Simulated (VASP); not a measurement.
Wanted: the native input for a VASP 6.6.1 run.

```
Task                   : single point
Functional             : PBE
Potentials or basis    : VASP PAW PBE potentials, release 64 (Re)
Cutoff                 : 520 eV
k mesh                 : 10 × 10 × 10
Occupations            : gaussian, width 0.15 eV
Spin                   : no spin polarisation
Dipole correction      : no
Further INCAR settings : ALGO = Fast; EDIFF = 1e-06; NBANDS = 10
```

The structure of Re lies in POSCAR:

```
Re
1.0
    0.0000000000      2.1885898504      1.6917799544
    2.1885898504      0.0000000000      1.6917799544
    2.1885898504      2.1885898504      0.0000000000
Re
1
Direct
    0.0000000000      0.0000000000      0.0000000000
```

This cell differs from its parent crystal: volume 16.207 Å^3 an atom, c/a of the conventional cell 0.7730.

The input as run:

INCAR

```
PREC = Accurate ; ENCUT = 520
EDIFF = 1E-6 ; ISMEAR = 0
SIGMA = 0.15 ; LREAL = False
LASPH = True ; NELM = 100
ALGO = Fast ; ISIF = 2
LWAVE = False ; LCHARG = True
GGA = PE ; LELF = True
LVHAR = True ; NBANDS = 10
```

KPOINTS

```
regular mesh
0
Gamma
  10 10 10
```

Potentials or basis: VASP PAW PBE potentials, release 64 (Re).

The run is started by

```console
$ cat potpaw_PBE.64/Re/POTCAR > POTCAR
$ mpirun -np 1 vasp_std > vasp.out
```

Results of the run:

The pressure is -21.9 GPa.

Wall time 11 s on 1 thread of Intel(R) Xeon(R) Platinum 8488C (Sapphire Rapids), on a shared host, peak memory 0.15 GiB.
